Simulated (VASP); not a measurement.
Input of a VASP 6.6.1 run:

The input INCAR:

```
SYSTEM = Hf5TiN6
PREC = Accurate
ENCUT = 520
EDIFF = 1E-7
ISMEAR = 0
SIGMA = 0.2
LREAL = .False.
LASPH = .True.
NELM = 60
ALGO = Normal
ISIF = 2
LWAVE = .False.
LCHARG = .True.
GGA = PE
LELF = .True.
LVHAR = .True.
NBANDS = 58
```

The input KPOINTS:

```
Automatic mesh
0
Gamma
  12 12 2
  0 0 0
```

POSCAR

```
Hf5TiN6
1.0
    3.1286009744      0.0000000000      0.0000000000
   -1.5643004872      2.7094479222      0.0000000000
    0.0000000000      0.0000000000     16.2055983000
Hf Ti N
5 1 6
Direct
    0.3333333333      0.6666666667      0.1614430000
    0.3333333333      0.6666666667      0.5000000000
    0.3333333333      0.6666666667      0.8385570000
    0.0000000000      0.0000000000      0.3307730000
    0.0000000000      0.0000000000      0.6692270000
    0.0000000000      0.0000000000      0.0000000000
    0.6666666667      0.3333333333      0.9214320000
    0.6666666667      0.3333333333      0.2468210000
    0.6666666667      0.3333333333      0.5843810000
    0.6666666667      0.3333333333      0.0785680000
    0.6666666667      0.3333333333      0.4156190000
    0.6666666667      0.3333333333      0.7531790000
```

Potentials or basis: VASP PAW PBE potentials, release 64 (Hf_pv, Ti_sv, N).

The run is started by

```console
$ cat potpaw_PBE.64/Hf_pv/POTCAR potpaw_PBE.64/Ti_sv/POTCAR potpaw_PBE.64/N/POTCAR > POTCAR
$ mpirun -np 1 vasp_std > vasp.out
```

Task: What does it give for the band gap on the k mesh?

Result: Zero (bands 46 and 47 overlap by 0.98 eV).

Task: Predict the pressure.

Result: -1.8 GPa.

Forces on the atoms (eV/Å):
```
Hf   0.000  0.000  0.026
Hf   0.000  0.000  0.000
Hf   0.000  0.000 -0.026
Hf   0.000  0.000  0.008
Hf   0.000  0.000 -0.008
Ti   0.000  0.000  0.000
N    0.000  0.000 -0.101
N    0.000  0.000 -0.012
N    0.000  0.000  0.002
N    0.000  0.000  0.101
N    0.000  0.000 -0.002
N    0.000  0.000  0.012
```

Caveat: spin-orbit coupling is left out, which moves the levels of the heavy elements.
